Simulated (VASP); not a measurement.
A run of VASP 6.6.1:

File POSCAR:

```
Pt
1.0
    2.6778460200      0.0000000000      0.0000000000
   -1.3389230100      2.3190827900      0.0000000000
    0.0000000000      0.0000000000      4.7921340000
Pt
2
Direct
    0.6666666667      0.3333333333      0.7500000000
    0.3333333333      0.6666666667      0.2500000000
```

The input INCAR.step1:

```
  PREC = Accurate
  ENCUT = 520
  ISMEAR = 0
  SIGMA = 0.1
  LREAL = False
  LASPH = True
  NELM = 100
  NBANDS = 17
  GGA = PE
  ALGO = Normal
  EDIFF = 1E-4
  LWAVE = True
  LCHARG = False
```

Contents of INCAR.step2:

```
  PREC = Accurate
  ENCUT = 520
  EDIFF = 1E-6
  ISMEAR = 0
  SIGMA = 0.1
  LREAL = False
  LASPH = True
  NELM = 100
  ALGO = Normal
  ISIF = 2
  LWAVE = False
  LCHARG = False
  METAGGA = R2SCAN
  LMIXTAU = True
  NBANDS = 17
  ISTART = 1
```

KPOINTS

```
Automatic mesh
0
Gamma
  14 14 7
```

Potentials or basis: VASP PAW PBE potentials, release 64 (Pt).

Launch:

```sh
$ cat potpaw_PBE.64/Pt/POTCAR > POTCAR
$ cp INCAR.step1 INCAR
$ mpirun -np 1 vasp_std > vasp.out
$ cp INCAR.step2 INCAR
$ mpirun -np 1 vasp_std > vasp.out
```

Hardware: 1 thread of Intel(R) Xeon(R) Platinum 8559C (Emerald Rapids), with other jobs on the host.

Task: Estimate the wall time of this run.

Result: Run time: 84 s on 1 thread of Intel(R) Xeon(R) Platinum 8559C (Emerald Rapids) (shared host), peak memory 0.17 GiB. Counts: k points 96.
